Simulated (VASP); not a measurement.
Runs of VASP 6.6.1 on P. The structure is that of space group Fd-3m (No. 227), or close to it. The cells are those of the table. 

```tsv
cell	gap on the mesh (eV)	pressure (GPa)
a = 3.043 Å, angles 60.0°, 2 atoms	none	(b)
a = 3.453 Å, angles 60.0°, 2 atoms	none	23.8
a = 3.327 Å, angles 60.0°, 2 atoms	none	46.8
a = 3.191 Å, angles 60.0°, 2 atoms	none	(a)
a = 2.900 Å, angles 60.0°, 2 atoms	none	288.3
```

Alike in all rows: task single point; level LDA; potentials or basis VASP PAW LDA potentials, release 64 (P); no spin polarisation; k mesh 12 × 12 × 12; cutoff (eV) 520; smearing fermi-dirac 0.1 eV.

Question: Fill in the values left out.

Answer: (a) 87.9; (b) 163.9.

A gap of «none» marks levels without a gap at the run's occupations.
